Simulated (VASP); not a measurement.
# Mo (Im-3m) in VASP: notebook, part 2 of 2

VASP 6.6.1.

### Step 5. Relaxation of cell and atoms, PBEsol, target pressure 40 GPa, at which the enthalpy is minimised

This run uses another cell than the first one, of 13.67 Å³/atom, 0.908 times its volume.

File INCAR:

```
SYSTEM = Mo
PREC = Accurate
ENCUT = 600
EDIFF = 1E-7
ISMEAR = 0
SIGMA = 0.1
LREAL = .False.
LASPH = .True.
NELM = 100
ALGO = Normal
ISIF = 3
LWAVE = .False.
LCHARG = .False.
GGA = PS
IBRION = 2
NSW = 70
EDIFFG = -0.008
PSTRESS = 400.0
```

File KPOINTS:

```
regular mesh
0
Gamma
  18 18 18
  0 0 0
```

File POSCAR:

```
Mo
1.0
   -1.5061882623      1.5061882623      1.5061882623
    1.5061882623     -1.5061882623      1.5061882623
    1.5061882623      1.5061882623     -1.5061882623
Mo
1
Direct
    0.0000000000      0.0000000000      0.0000000000
```

Potentials or basis: VASP PAW PBE potentials, release 64 (Mo_sv).

Command:

```
> cat potpaw_PBE.64/Mo_sv/POTCAR > POTCAR
> mpirun -np 1 vasp_std > vasp.out
```

OUTCAR:

```text
SYSTEM = Mo
   PREC = Accurate
   ENCUT = 600
   EDIFF = 1E-7
   ISMEAR = 0
   LREAL = .False.
   LASPH = .True.
   NELM = 100
   ISIF = 3
   GGA = PS
   IBRION = 2
   NSW = 70
   EDIFFG = -0.008
   PSTRESS = 400.0

 ion  position               nearest neighbor table
   1  0.000  0.000  0.000-

  LATTYP: Found a body centered cubic cell.
 ALAT       =     3.0123765246

  Lattice vectors:

 A1 = (  -1.5061882623,   1.5061882623,   1.5061882623)
 A2 = (   1.5061882623,  -1.5061882623,   1.5061882623)
 A3 = (   1.5061882623,   1.5061882623,  -1.5061882623)

Analysis of symmetry for initial positions (statically):
=====================================================================
 Subroutine PRICEL returns:
 Original cell was already a primitive cell.

 Routine SETGRP: Setting up the symmetry group for a
 body centered cubic supercell.

 Subroutine GETGRP returns: Found 48 space group operations
 (whereof 48 operations were pure point group operations)
 out of a pool of 48 trial point group operations.

The static configuration has the point symmetry O_h .

[... 168 lines left out ...]
  Total        3.5706705      3.5706705      3.5706705      0.0000000      0.0000000     -0.0000000
  in kB      418.5646857    418.5646857    418.5646857      0.0000000      0.0000000     -0.0000000
  external PRESSURE =      18.5646857 kB  Pullay stress =     400.0000000 kB
[... 61 lines left out ...]
--------------------------------------- Ionic step        3  -------------------------------------------

 number of electron      14.0000002 magnetization

 Free energy of the ion-electron system (eV)
  ---------------------------------------------------
  ext. energy  EPLUGINS =         0.00000000
  ---------------------------------------------------
  free energy    TOTEN  =       -11.59258695 eV

  energy without entropy =      -11.59042982  energy(sigma->0) =      -11.59150838

 E-fermi :  14.7121     XC(G=0): -14.2784

 val. band max:       14.6752276481   @ k =  -0.3889   0.4444   0.2778
 cond. band min:      14.7443661062   @ k =  -0.3333   0.3889   0.2778
 fundamental gap:      0.0691384580
 Fermi energy:        14.7120812497

 k-point     1 :       0.0000    0.0000    0.0000
  band No.  band energies     occupation
      1     -46.5938      2.00000
      2     -19.5056      2.00000
      3     -19.5056      2.00000
      4     -19.5056      2.00000
      5       7.0152      2.00000
      6      13.0195      2.00000
      7      13.0195      2.00000
      8      13.0195      2.00000
      9      16.5500      0.00000
     10      16.5500      0.00000
     11      29.6321      0.00000
[... 309 lines left out ...]
 k-point    24 :       0.3889    0.1111   -0.0000
  band No.  band energies     occupation
      1     -46.1476      2.00000
      2     -21.4799      2.00000
      3     -20.2259      2.00000
      4     -19.6227      2.00000
      5       8.9845      2.00000
      6      10.7855      2.00000
      7      14.9060      0.00609
      8      16.5109      0.00000
      9      17.9396      0.00000
     10      21.1419      0.00000
     11      27.7193      0.00000

 [... further k-points ...]

------------------------ aborting loop because EDIFF is reached ----------------------------------------

  FORCE on cell =-STRESS in cart. coord.  units (eV):
  Direction    XX          YY          ZZ          XY          YZ          ZX
  --------------------------------------------------------------------------------------
  -------------------------------------------------------------------------------------
  Total        3.4261160      3.4261160      3.4261160     -0.0000000     -0.0000000      0.0000000
  in kB      399.9260784    399.9260784    399.9260784     -0.0000000     -0.0000000      0.0000000
  external PRESSURE =      -0.0739216 kB  Pullay stress =     400.0000000 kB
[... 20 lines left out ...]
  energy  without entropy=      -11.5904298164  energy(sigma->0) =      -11.59150838

  enthalpy is  TOTEN    =        -8.1658376851 eV   P V=        3.4267492650

 reached required accuracy - stopping structural energy minimisation
```

Run time: 21 s. Hardware: 1 thread of Intel Xeon 6975P-C (Granite Rapids), shared host; peak memory 0.17 GiB.

Results:

| Item | Value |
| --- | --- |
| Free energy | -11.5926 eV |
| Relaxed volume | 13.73 Å³/atom |
| Relaxed cell | a = 2.612 Å, b = 2.612 Å, c = 2.612 Å, α = 109.47°, β = 109.47°, γ = 109.47° |
| Space group after relaxing (to 0.05 Å) | Im-3m (No. 229) |
| Energy change on relaxing (the enthalpy is what falls) | -14.8 meV/atom |
| Ionic steps | 3 |
| Pressure after relaxing | 40.0 GPa |
| Band gap on the k mesh | zero (band 7 reaches 19.47 eV, above the bottom of band 8 at 13.02 eV) |

The path:
| step | energy change (eV) | largest force (eV/Å) | pressure (GPa) | volume (Å³) |
| --- | --- | --- | --- | --- |
| 1 | 0.0000 | 0.0000 | 41.86 | 13.67 |
| 2 | -0.0727 | 0.0000 | 32.07 | 13.98 |
| 3 | -0.0148 | 0.0000 | 39.99 | 13.73 |

Final structure:
```
Mo
1.0
    -1.50831    1.50831    1.50831
     1.50831   -1.50831    1.50831
     1.50831    1.50831   -1.50831
Mo
1
Direct
  0.00000 0.00000 0.00000
```

Caveat: the cell is relaxed towards a set pressure, so the enthalpy falls and the energy may rise; the PAW data sets were made with another functional, which shifts forces and pressure a little.

### Step 6. Overview

| task | cell | cutoff (eV) | gap on the mesh (eV) | pressure (GPa) |
| --- | --- | --- | --- | --- |
| single point | a = 2.694 Å, angles 109.5°, 1 atom | 520 | none | 5.6 |
| single point | a = 2.717 Å, angles 109.5°, 1 atom | 520 | none | -1.5 |
| single point | a = 2.704 Å, angles 109.5°, 1 atom | 520 | none | 2.6 |
| relaxation of cell and atoms | relaxed to 40 GPa from a = 2.609 Å, angles 109.5°, 1 atom | 600 | none | 40.0 |

Alike in all rows: level PBEsol; potentials or basis VASP PAW PBE potentials, release 64 (Mo_sv); no spin polarisation; k mesh 18 × 18 × 18; smearing gaussian 0.1 eV.

Caveats: the PAW data sets were made with another functional, which shifts forces and pressure a little; the cell is relaxed towards a set pressure, so the enthalpy falls and the energy may rise (some runs).

Total energies depend on the potentials used, so only differences within one code and one set of settings carry meaning.
